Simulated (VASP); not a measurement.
Crystal: Al3GaAs4.

```
Al Ga As
1.0
    -4.09585   -0.04694   -0.05856
    -0.08274    0.00683   -5.84936
    -0.09386   -7.92098    0.00966
Al Ga As
3 1 4
Direct
  0.95184 0.03173 0.99505
  0.48518 0.49866 0.76085
  0.50007 0.48343 0.27455
  0.99909 0.00624 0.50309
  0.98265 0.22807 0.23286
  0.47444 0.68298 0.96617
  0.04082 0.29714 0.74095
  0.56591 0.77174 0.52647
```

```yaml
Program: VASP 6.6.1
Task: relaxation of cell and atoms
Functional: PBE
Potentials_or_basis: VASP PAW PBE potentials, release 64 (Al, Ga_d, As)
Cutoff: 600 eV
k_mesh: 4 × 2 × 2
Occupations: gaussian, width 0.1 eV
Spin: no spin polarisation
```

At the start: pressure 5.8 GPa; volume 23.71 Å³/atom.

Question: Where does the relaxation end?

Answer: Over 24 steps the energy falls by 540.7 meV/atom and the volume is 23.61 Å³/atom (-0.5 %); space group Pmm2 (No. 25, to 0.05 Å).

Step by step:
```tsv
step	energy change (eV)	largest force (eV/Å)	pressure (GPa)	volume (Å³)
1	0.0000	11.9392	5.79	189.71
2	-2.2325	2.2095	-2.89	213.19
3	-2.9944	2.0090	-2.79	201.49
4	-3.8446	1.3920	-0.90	192.14
5	-4.0095	1.3029	1.13	186.23
6	-4.1972	0.5619	0.09	188.49
7	-4.2002	0.6067	-0.01	188.82
8	-4.2565	0.3771	-0.21	189.24
9	-4.2635	0.3229	-0.26	189.44
10	-4.2874	0.2523	0.11	188.40
11	-4.2917	0.2225	0.35	187.75
12	-4.3037	0.1471	-0.09	189.05
13	-4.3053	0.1690	-0.30	189.72
14	-4.3157	0.1467	-0.06	189.02
15	-4.3180	0.1646	0.12	188.52
16	-4.3232	0.0810	0.02	188.83
17	-4.3232	0.0794	0.02	188.82
18	-4.3245	0.0624	-0.06	189.04
19	-4.3245	0.0615	-0.06	189.03
20	-4.3252	0.0345	0.04	188.75
21	-4.3252	0.0423	0.08	188.65
22	-4.3257	0.0303	-0.02	188.94
23	-4.3258	0.0272	-0.07	189.05
24	-4.3260	0.0197	0.01	188.85
```

Final structure:
```xyz
8
Lattice="-4.0814 -0.0003 0.0010 -0.0020 -0.0043 -5.6667 0.0007 -8.1652 0.0028" Properties=species:S:1:pos:R:3 pbc="T T T"
Al   -0.0002   -0.0007   -0.0005
Al   -2.0406   -6.1267   -2.8319
Al   -2.0408   -2.0405   -2.8314
Ga   -0.0041   -4.0888   -5.6647
As   -4.0813   -2.0386   -1.4220
As   -2.0413   -8.1682   -4.2474
As   -4.0808   -6.1316   -1.4196
As   -2.0419   -4.0837   -4.2344
```

Caveat: the k points lie up to 0.55 Å⁻¹ apart in the final cell.
